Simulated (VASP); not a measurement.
A run of VASP 6.6.1 is set up as follows.

File INCAR:

```
ALGO     = Normal         # electronic algorithm
EDIFF    = 1E-7           # SCF threshold, eV
EDIFFG   = -0.01          # ionic threshold
ENCUT    = 600            # plane-wave cutoff, eV
GGA      = PE             # functional
IBRION   = 2              # ionic algorithm
ISIF     = 4              # what is computed and relaxed
ISMEAR   = 0              # smearing method
LASPH    = T              # aspherical terms in the spheres
LCHARG   = F              # write CHGCAR
LREAL    = F              # projectors in reciprocal space
LWAVE    = F              # write WAVECAR
NELM     = 80             # most SCF steps
NSW      = 50             # ionic steps
PREC     = Accurate       # precision mode
SIGMA    = 0.1            # smearing width, eV
```

File KPOINTS:

```
k-points
0
Gamma
  15 15 12
```

The input POSCAR:

```
HfB2
1.0
    3.0835532004      0.0000000000      0.0000000000
   -1.5417766002      2.6704354054      0.0000000000
    0.0000000000      0.0000000000      3.4101444963
Hf B
1 2
Direct
    0.0000000000      0.0000000000      0.0000000000
    0.3333333333      0.6666666667      0.5000000000
    0.6666666667      0.3333333333      0.5000000000
```

Potentials or basis: VASP PAW PBE potentials, release 64 (Hf_pv, B).

The run is started by

```console
$ cat potpaw_PBE.64/Hf_pv/POTCAR potpaw_PBE.64/B/POTCAR > POTCAR
$ mpirun -np 1 vasp_std > vasp.out
```

Question: Predict the band gap on the k mesh.

Answer: Zero (bands 8 and 9 overlap by 1.07 eV).

Final structure:
```xyz
3
Lattice="3.0849 0.0000 0.0000 -1.5424 2.6716 0.0000 0.0000 0.0000 3.4072" Properties=species:S:1:pos:R:3 pbc="T T T"
Hf    3.0849    0.0000    0.0000
B     0.0000    1.7810    1.7036
B     1.5424    0.8905    1.7036
```

Caveat: spin-orbit coupling is left out, which moves the levels of the heavy elements.
